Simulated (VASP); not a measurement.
A run of VASP 6.6.1:

Contents of INCAR:

```
SYSTEM = PdAu3
  ALGO = Fast
  EDIFF = 1E-6
  ENCUT = 520
  GGA = PS
  ISIF = 2
  ISMEAR = -1
  LASPH = .True.
  LCHARG = .True.
  LELF = .True.
  LREAL = .False.
  LVHAR = .True.
  LWAVE = .False.
  NBANDS = 30
  NELM = 100
  PREC = Accurate
  SIGMA = 0.05
```

Contents of KPOINTS:

```
k-points
0
Gamma
  9 9 9
  0 0 0
```

Contents of POSCAR:

```
PdAu3
1.0
   -2.0525975400      2.0525975400      4.0026498000
    2.0525975400     -2.0525975400      4.0026498000
    2.0525975400      2.0525975400     -4.0026498000
Au Pd
3 1
Direct
    0.5087140000      0.5096260000      0.0119960000
    0.2440950000      0.7438070000      0.4875170000
    0.7398650000      0.2443930000      0.4913550000
   -0.0020200000     -0.0035190000     -0.0061040000
```

Potentials or basis: VASP PAW PBE potentials, release 64 (Au, Pd).

Launch:

```bash
$ cat potpaw_PBE.64/Au/POTCAR potpaw_PBE.64/Pd/POTCAR > POTCAR
$ mpirun -np 1 vasp_std > vasp.out
```

Hardware: 1 thread of Oxide Virtual Turin-like Processor, on a shared host.

Problem. Estimate the wall time of this run.

Solution. Wall time 26 min on 1 thread of Oxide Virtual Turin-like Processor, with other jobs on the host, peak memory 0.7 GiB. Counts: scf iterations 14, k points 365.
